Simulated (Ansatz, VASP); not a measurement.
**KMgF3: VASP beside Ansatz**

The input INCAR:

```
ALGO = Normal ; EDIFF = 1E-7
ENCUT = 520 ; GGA = PE
ISIF = 2 ; ISMEAR = 0
LASPH = True ; LCHARG = True
LELF = True ; LREAL = False
LVHAR = True ; LWAVE = False
NBANDS = 24 ; NELM = 60
PREC = Accurate ; SIGMA = 0.01
```

Contents of KPOINTS:

```
k-points
0
Gamma
  6 6 6
```

Contents of POSCAR:

```
KMgF3
1.0
    3.7798164170      0.0000000000      0.0000000000
    0.0000000000      3.7798164170      0.0000000000
    0.0000000000      0.0000000000      3.7798164170
K Mg F
1 1 3
Direct
    0.5000000000      0.5000000000      0.5000000000
    0.0000000000      0.0000000000      0.0000000000
    0.5000000000      0.0000000000      0.0000000000
    0.0000000000      0.5000000000      0.0000000000
    0.0000000000      0.0000000000      0.5000000000
```

Input for Ansatz:

```yaml
crystal:
  lattice:
    - [3.779816417, 0.0, 0.0]
    - [0.0, 3.779816417, 0.0]
    - [0.0, 0.0, 3.779816417]
  atoms:
    - { symbol: K, position: [0.5, 0.5, 0.5] }
    - { symbol: Mg, position: [0.0, 0.0, 0.0] }
    - { symbol: F, position: [0.5, 0.0, 0.0] }
    - { symbol: F, position: [0.0, 0.5, 0.0] }
    - { symbol: F, position: [0.0, 0.0, 0.5] }
scf:
  occupations: { method: fixed }
output:
  forces: true
  stress: true
  eigenvalues: true
hamiltonian:
  xc: pbe
basis:
  ecutwfc: 560
kpoints:
  mp_grid: { grid: [6, 6, 6] }
```

Alike in both runs: task single point; functional PBE; k mesh 6 × 6 × 6; no spin polarisation.

|  | VASP | Ansatz |
| --- | --- | --- |
| version | VASP 6.6.1 | Ansatz 0.2.0 |
| potentials or method | VASP PAW PBE potentials, release 64 (K_sv, Mg, F), cutoff 520 eV | scalar-relativistic, plane waves, PAW |
| occupations | gaussian, width 0.01 eV | fixed |
| valence electrons in the cell | 32 | 40 |

|  | VASP | Ansatz | Ansatz less VASP |
| --- | --- | --- | --- |
| gap on the k mesh at the Fermi level (eV) | 8.63 | 8.66 | +0.026 |
| least direct gap on the mesh (eV) | 8.94 | 8.97 | +0.023 |
| pressure (GPa) | 22.0 | 22.2 | +0.25 |

VASP's potentials hold 32 valence electrons a cell and Ansatz's 40, so a difference there can come from the potentials and not from the codes.
